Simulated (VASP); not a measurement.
A run of VASP 6.6.1 is set up as follows.

Contents of INCAR:

```
SYSTEM = CeO2
  PREC = Accurate
  ENCUT = 600
  EDIFF = 1E-6
  ISMEAR = 0
  SIGMA = 0.05
  LREAL = .FALSE.
  LASPH = .TRUE.
  NELM = 80
  ALGO = Normal
  ISIF = 4
  LWAVE = .FALSE.
  LCHARG = .FALSE.
  GGA = PE
  IBRION = 2
  NSW = 60
  EDIFFG = -0.01
```

KPOINTS

```
regular mesh
0
G
  10 10 10
  0 0 0
```

The input POSCAR:

```
CeO2
1.0
    1.9939775155      1.1512234553      3.2574087619
   -1.9939775155      1.1512234553      3.2574087619
    0.0000000000     -2.3024469108      3.2574087618
Ce O
1 2
Direct
    0.0000000000      0.0000000000      0.0000000000
    0.2499945096      0.2499945096      0.2499945096
    0.7500054904      0.7500054904      0.7500054904
```

Potentials or basis: VASP PAW PBE potentials, release 64 (Ce, O).

The run is started by

```sh
$ cat potpaw_PBE.64/Ce/POTCAR potpaw_PBE.64/O/POTCAR > POTCAR
$ mpirun -np 1 vasp_std > vasp.out
```

(1) Predict the band gap on the k mesh.

## Answers

(1) 1.62 eV (least direct gap 1.67 eV).

Caveat: spin-orbit coupling is left out, which moves the levels of the heavy elements.
